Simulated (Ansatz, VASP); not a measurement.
YN: VASP beside Ansatz

```
Y N
1.0
     0.00000    2.41387    2.41387
     2.41387    0.00000    2.41387
     2.41387    2.41387    0.00000
Y N
1 1
Direct
  0.00000 0.00000 0.00000
  0.50000 0.50000 0.50000
```

Change from the starting cell: volume scaled by 0.97.

Alike in both runs: task single point; functional PBE; k mesh 9 × 9 × 9; occupations fermi-dirac, width 0.03 eV; no spin polarisation.

|  | VASP | Ansatz |
| --- | --- | --- |
| version | VASP 6.6.1 | Ansatz 0.2.0 |
| potentials or method | VASP PAW PBE potentials, release 64 (Y_sv, N), cutoff 600 eV | all-electron LAPW, scalar-relativistic |

Ansatz gave:

- pressure (GPa): 8.6

Q: Estimate VASP's values.

A: Pressure (GPa): 8.2.

Ansatz ran all-electron here, and VASP with PAW potentials.
